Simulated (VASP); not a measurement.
Wanted: the native input for a VASP 6.6.1 run.

* Task: single point
* Functional: r2SCAN
* Potentials or basis: VASP PAW PBE potentials, release 64 (Cd)
* Cutoff: 520 eV
* k mesh: 16 × 16 × 16
* Occupations: gaussian, width 0.05 eV
* Spin: no spin polarisation
* Dipole correction: no
* Further INCAR settings: ALGO = Normal; EDIFF = 1e-06; NBANDS = 12

Cd:

```
CELL_PARAMETERS angstrom
0.00000 2.21504 2.21504
2.21504 0.00000 2.21504
2.21504 2.21504 0.00000
ATOMIC_POSITIONS crystal
Cd 0.00000 0.00000 0.00000
```

The input as run:

POSCAR

```
Cd
1.0
    0.0000000000      2.2150364798      2.2150364798
    2.2150364798      0.0000000000      2.2150364798
    2.2150364798      2.2150364798      0.0000000000
Cd
1
Direct
    0.0000000000      0.0000000000      0.0000000000
```

INCAR.step1

```
PREC = Accurate
ENCUT = 520
ISMEAR = 0
SIGMA = 0.05
LREAL = False
LASPH = True
NELM = 100
NBANDS = 12
GGA = PE
ALGO = Normal
EDIFF = 1E-4
LWAVE = True
LCHARG = False
```

INCAR.step2

```
PREC = Accurate
ENCUT = 520
EDIFF = 1E-6
ISMEAR = 0
SIGMA = 0.05
LREAL = False
LASPH = True
NELM = 100
ALGO = Normal
ISIF = 2
LWAVE = False
LCHARG = False
METAGGA = R2SCAN
LMIXTAU = True
NBANDS = 12
ISTART = 1
```

KPOINTS

```
regular mesh
0
Gamma
  16 16 16
```

Potentials or basis: VASP PAW PBE potentials, release 64 (Cd).

Command:

```sh
$ cat potpaw_PBE.64/Cd/POTCAR > POTCAR
$ cp INCAR.step1 INCAR
$ mpirun -np 1 vasp_std > vasp.out
$ cp INCAR.step2 INCAR
$ mpirun -np 1 vasp_std > vasp.out
```

Results of the run:

| Quantity | Value |
| --- | --- |
| Pressure | 0.4 GPa |
| Band gap on the k mesh | zero (band 6 reaches 4.95 eV, above the bottom of band 7 at 1.51 eV) |

Caveat: the PAW data sets were made with another functional, which shifts forces and pressure a little.

It took 59 s on 1 thread of Intel(R) Xeon(R) Platinum 8488C (Sapphire Rapids), on a shared host, peak memory 0.17 GiB.
